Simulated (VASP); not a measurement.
LaNb2O2: single point with PBE

Crystal: LaNb2O2.

```xyz
5
Lattice="3.8043 0.0000 0.0000 0.0000 3.8043 0.0000 0.0000 0.0000 5.4668" Properties=species:S:1:pos:R:3 pbc="T T T"
La    0.0000    0.0000    0.0000
Nb    0.0000    1.9022    2.7334
Nb    1.9022    0.0000    2.7334
O     1.9022    1.9022    1.5026
O     1.9022    1.9022    3.9642
```

* Program: VASP 6.6.1
* Task: single point
* Functional: PBE
* Potentials or basis: VASP PAW PBE potentials, release 64 (La, Nb_sv, O)
* Cutoff: 520 eV
* k mesh: 4 × 4 × 4
* Occupations: gaussian, width 0.1 eV
* Spin: no spin polarisation

- Pressure: -0.1 GPa
- Largest force: 0.036 eV/Å

Forces in eV/Å, atoms in the order of the input:
```
La   0.000  0.000  0.000
Nb   0.000  0.000  0.000
Nb   0.000  0.000  0.000
O    0.000  0.000 -0.036
O    0.000  0.000  0.036
```

Stress tensor (GPa, compression positive):
```
-0.08  0.00  0.00
 0.00 -0.08  0.00
 0.00  0.00 -0.17
```

Levels at points of the mesh, in eV from the Fermi level:
| k point | band 21 | band 22 | band 23 | band 24 | band 25 | band 26 | band 27 | band 28 |
| --- | --- | --- | --- | --- | --- | --- | --- | --- |
| (0.00, 0.00, 0.00) | -3.32 | -3.08 | -1.68 | -0.65 | 0.35 | 0.35 | 0.83 | 1.64 |
| (0.50, 0.00, 0.00) | -2.61 | -0.94 | -0.84 | -0.14 | 0.17 | 0.24 | 0.51 | 1.04 |
| (0.50, 0.50, 0.00) | -2.15 | -1.62 | -1.62 | -0.27 | 0.47 | 0.47 | 1.48 | 1.88 |
| (0.00, 0.00, 0.50) | -4.11 | -3.31 | -0.63 | 0.30 | 0.40 | 0.62 | 0.62 | 0.82 |
| (0.50, 0.00, 0.50) | -1.65 | -1.30 | -0.97 | -0.39 | -0.04 | 0.08 | 1.02 | 1.15 |
| (0.50, 0.50, 0.50) | -3.55 | -1.81 | -1.81 | -0.39 | -0.39 | 0.87 | 1.57 | 1.82 |

Run time: 79 s on 1 thread of Intel(R) Xeon(R) Platinum 8259CL CPU @ 2.50GHz (Skylake/Cascade Lake), on a shared host, peak memory 0.21 GiB.

Caveat: the k points lie up to 0.41 Å⁻¹ apart; spin-orbit coupling is left out, which moves the levels of the heavy elements; an odd number of electrons without spin polarisation forces a metal; a magnetic or distorted state may lie lower.
